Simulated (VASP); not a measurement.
Input of a VASP 6.6.1 run:

Contents of INCAR:

```
ALGO = Fast ; EDIFF = 1E-6
ENCUT = 520 ; GGA = RP
ISIF = 2 ; ISMEAR = -1
LASPH = T ; LCHARG = F
LREAL = F ; LWAVE = F
NBANDS = 12 ; NELM = 100
PREC = Accurate ; SIGMA = 0.05
```

Contents of KPOINTS:

```
k-points
0
Gamma
  11 11 11
```

The input POSCAR:

```
Ta
1.0
   -1.6683912787      1.6683912787      1.6683912787
    1.6683912787     -1.6683912787      1.6683912787
    1.6683912787      1.6683912787     -1.6683912787
Ta
1
Direct
    0.0000000000      0.0000000000      0.0000000000
```

Potentials or basis: VASP PAW PBE potentials, release 64 (Ta_pv).

Command:

```bash
$ cat potpaw_PBE.64/Ta_pv/POTCAR > POTCAR
$ mpirun -np 1 vasp_std > vasp.out
```

Q: Estimate the pressure.

A: 0.0 GPa.

Caveat: the PAW data sets were made with another functional, which shifts forces and pressure a little.
